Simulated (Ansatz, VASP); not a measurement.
**SiC: VASP beside Ansatz**

```xyz
2
Lattice="2.8647 0.0000 0.0000 -1.4323 2.4809 0.0000 0.0000 0.0000 2.5581" Properties=species:S:1:pos:R:3 pbc="T T T"
Si    0.0000    1.6539    0.0000
C     1.4323    0.8270    1.2791
```

Alike in both runs: task relaxation of cell and atoms; functional PBE; k mesh 24 × 24 × 22; occupations gaussian, width 0.1 eV; no spin polarisation.

|  | VASP | Ansatz |
| --- | --- | --- |
| version | VASP 6.6.1 | Ansatz 0.2.0 |
| potentials or method | VASP PAW PBE potentials, release 64 (Si, C), cutoff 600 eV | scalar-relativistic, plane waves, PAW |
| valence electrons in the cell | 8 | 8 |

|  | VASP | Ansatz | Ansatz less VASP |
| --- | --- | --- | --- |
| gap on the k mesh at the Fermi level, each at its own relaxed structure (eV) | none | none | - |
| relaxed volume (Å³/atom) | 9.13 | 9.13 | +0.002 |
| relaxed cell length with the largest relative difference (Å) | 2.863 | 2.863 | +0.0003 |

A gap of «none» marks a metal or a gap that the smearing closes.
